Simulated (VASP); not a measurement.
Runs of VASP 6.6.1 on MgS (Niningerite). It takes space group Fm-3m (No. 225, cubic). The conventional cell has a = 5.203 Å, b = 5.203 Å, c = 5.203 Å, α = 90.00°, β = 90.00°, γ = 90.00°. Within 3.4 Å of Mg (site symmetry m-3m) lie 6 S at 2.60 Å. S (site symmetry m-3m) has 6 Mg at 2.60 Å within 3.4 Å. 

```csv
level,k mesh,smearing,grid for exact exchange (PRECFOCK),share of exact exchange,screening parameter,gap on the mesh (eV),pressure (GPa)
PBE,4 × 4 × 4,gaussian 0.01 eV,-,-,-,2.75,1.2
r2SCAN,6 × 6 × 6,fermi-dirac 0.2 eV,-,-,-,3.43,-0.4
PBEsol,6 × 6 × 6,gaussian 0.01 eV,-,-,-,2.70,(b)
PBE-based screened hybrid,4 × 4 × 4,gaussian 0.01 eV,Normal,0.05,0.2078 1/Å,(a),0.9
r2SCAN,6 × 6 × 6,gaussian 0.01 eV,-,-,-,3.43,-0.4
r2SCAN+rVV10,6 × 6 × 6,gaussian 0.01 eV,-,-,-,3.41,-1.0
```

Alike in all rows: task single point; potentials or basis VASP PAW PBE potentials, release 64 (Mg, S); no spin polarisation; cell as given; cutoff (eV) 520.

Question: Estimate the missing entries.

Answer: (a) 2.95; (b) -1.1.

Caveats: some runs use coarse meshes; the PAW data sets were made with another functional, which shifts forces and pressure a little (some runs).

A k mesh can miss the band edges.
